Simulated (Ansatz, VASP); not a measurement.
**One calculation of MoS2, two programs**

INCAR

```
SYSTEM = MoS2
ALGO = Normal
EDIFF = 1E-7
ENCUT = 520
GGA = PE
ISIF = 2
ISMEAR = 0
ISPIN = 2
LASPH = .TRUE.
LCHARG = .FALSE.
LDAU = .TRUE.
LDAUJ = 0.7 0
LDAUL = 2 -1
LDAUPRINT = 1
LDAUTYPE = 1
LDAUU = 6 0
LMAXMIX = 4
LORBIT = 11
LREAL = .FALSE.
LWAVE = .FALSE.
MAGMOM = 2.08 -0.23 -0.23
NBANDS = 24
NELM = 150
PREC = Accurate
SIGMA = 0.05
```

KPOINTS

```
k-points
0
G
  6 6 6
  0 0 0
```

Contents of POSCAR:

```
MoS2
1.0
    0.0000000000      2.9959514200      2.9959514200
    2.9959514200      0.0000000000      2.9959514200
    2.9959514200      2.9959514200      0.0000000000
Mo S
1 2
Direct
    0.0000000000      0.0000000000      0.0000000000
    0.2500000000      0.2500000000      0.2500000000
    0.7500000000      0.7500000000      0.7500000000
```

Input for Ansatz:

```yaml
crystal:
  lattice:
    - [0.0, 2.99595142, 2.99595142]
    - [2.99595142, 0.0, 2.99595142]
    - [2.99595142, 2.99595142, 0.0]
  atoms:
    - { symbol: Mo, position: [0.0, 0.0, 0.0], spin: 2.0 }
    - { symbol: S, position: [0.25, 0.25, 0.25] }
    - { symbol: S, position: [0.75, 0.75, 0.75] }
basis:
  ecutwfc: 420
  ecutrho_ratio: 4
kpoints:
  mp_grid: { grid: [6, 6, 6] }
hamiltonian:
  xc: pbe
  hubbard:
    sites:
      - { site: 0, l: d, u: 6.0, j: 0.7, starting_ns: [{ spin: up, occupation_matrix: s0up }, { spin: down, occupation_matrix: s0down }] }
    occupation_matrices:
      s0up:
        matrix:
          - [0.97, 0.0, 0.0, 0.0, 0.0]
          - [0.0, 0.02, 0.0, 0.0, 0.0]
          - [0.0, 0.0, 0.02, 0.0, 0.0]
          - [0.0, 0.0, 0.0, 0.97, 0.0]
          - [0.0, 0.0, 0.0, 0.0, 0.02]
      s0down:
        matrix:
          - [0.02, 0.0, 0.0, 0.0, 0.0]
          - [0.0, 0.02, 0.0, 0.0, 0.0]
          - [0.0, 0.0, 0.02, 0.0, 0.0]
          - [0.0, 0.0, 0.0, 0.02, 0.0]
          - [0.0, 0.0, 0.0, 0.0, 0.02]
    ns_hold: { iters: 10 }
scf:
  occupations: { method: gaussian, width: 0.05 }
  lower_state_search: "off"
  max_iter: 150
output:
  forces: true
  stress: true
  eigenvalues: true
  populations: true
  hubbard: { sites: [{ site: 0, l: d }] }
  write_density: true
  write_potential: true
  elf: true
  volumetric_format: npy
magnetization:
  spin_polarized: true
```

Alike in both runs: task single point; functional PBE; k mesh 6 × 6 × 6; occupations gaussian, width 0.05 eV; collinear spin; Hubbard terms Mo d U = 6.0 eV, J = 0.7 eV.

```csv
,VASP,Ansatz
version,VASP 6.6.1,Ansatz 0.2.0
potentials or method,"VASP PAW PBE potentials, release 64 (Mo_sv, S), cutoff 520 eV","scalar-relativistic, plane waves, PAW"
valence electrons in the cell,26,26
```

```tsv
	VASP	Ansatz	Ansatz less VASP
pressure (GPa)	5.3	4.2	-1.08
net moment per atom (μB)	0.66	0.67	+0.009
size of the moment on the site where the two differ most (μB)	2.04	1.89	-0.144
```

Site moments also hang on the region over which each program counts them. The programs project onto different local orbitals, so the same U acts differently, and such runs can settle in different states. Ansatz's warnings: filled band counts differ across k points.
